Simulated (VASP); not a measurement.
Wanted: the native input for a VASP 6.6.1 run.

| Quantity | Value |
| --- | --- |
| Task | single point |
| Functional | r2SCAN |
| Potentials or basis | VASP PAW PBE potentials, release 64 (N, Ga_d, P) |
| Cutoff | 520 eV |
| k mesh | 6 × 6 × 4 |
| Occupations | fermi-dirac, width 0.02 eV |
| Spin | no spin polarisation |
| Dipole correction | no |
| Further INCAR settings | ALGO = Normal; EDIFF = 1e-06; NBANDS = 26 |

Ga2PN:

```
CELL_PARAMETERS angstrom
3.45883 0.00000 0.00000
0.00000 3.45883 0.00000
0.00000 0.00000 4.85593
ATOMIC_POSITIONS crystal
N 0.00000 0.00000 0.00000
Ga 0.00000 0.50000 0.79278
Ga 0.50000 0.00000 0.20722
P 0.50000 0.50000 0.50000
```

The input as run:

POSCAR

```
Ga2PN
1.0
    3.4588306978      0.0000000000      0.0000000000
    0.0000000000      3.4588306978      0.0000000000
    0.0000000000      0.0000000000      4.8559312949
N Ga P
1 2 1
Direct
    0.0000000000      0.0000000000      0.0000000000
    0.0000000000      0.5000000000      0.7927838361
    0.5000000000      0.0000000000      0.2072161639
    0.5000000000      0.5000000000      0.5000000000
```

INCAR.step1

```
ALGO     = Normal         # electronic algorithm
EDIFF    = 1E-4           # SCF threshold, eV
ENCUT    = 520            # plane-wave cutoff, eV
GGA      = PE             # functional
ISMEAR   = -1             # smearing method
LASPH    = True           # aspherical terms in the spheres
LCHARG   = False          # write CHGCAR
LREAL    = False          # projectors in reciprocal space
LWAVE    = True           # write WAVECAR
NBANDS   = 26             # bands
NELM     = 100            # most SCF steps
PREC     = Accurate       # precision mode
SIGMA    = 0.02           # smearing width, eV
```

INCAR.step2

```
ALGO     = Normal         # electronic algorithm
EDIFF    = 1E-6           # SCF threshold, eV
ENCUT    = 520            # plane-wave cutoff, eV
ISIF     = 2              # what is computed and relaxed
ISMEAR   = -1             # smearing method
ISTART   = 1            
LASPH    = True           # aspherical terms in the spheres
LCHARG   = False          # write CHGCAR
LMIXTAU  = True         
LREAL    = False          # projectors in reciprocal space
LWAVE    = False          # write WAVECAR
METAGGA  = R2SCAN         # meta-GGA
NBANDS   = 26             # bands
NELM     = 100            # most SCF steps
PREC     = Accurate       # precision mode
SIGMA    = 0.02           # smearing width, eV
```

KPOINTS

```
k-points
0
Gamma
  6 6 4
```

Potentials or basis: VASP PAW PBE potentials, release 64 (N, Ga_d, P).

The run is started by

```console
$ cat potpaw_PBE.64/N/POTCAR potpaw_PBE.64/Ga_d/POTCAR potpaw_PBE.64/P/POTCAR > POTCAR
$ cp INCAR.step1 INCAR
$ mpirun -np 1 vasp_std > vasp.out
$ cp INCAR.step2 INCAR
$ mpirun -np 1 vasp_std > vasp.out
```

Results of the run:

| Item | Value |
| --- | --- |
| Pressure | 9.1 GPa |
| Largest force | 0.123 eV/Å |
| Band gap on the k mesh | zero (filled and empty bands touch) |

Caveat: the cell stands under pressure; semilocal functionals underestimate gaps, so a narrow gap can read as zero; the PAW data sets were made with another functional, which shifts forces and pressure a little.

It took 70 s on 1 thread of Intel(R) Xeon(R) 6975P-C (Granite Rapids), on a shared host, peak memory 0.2 GiB.
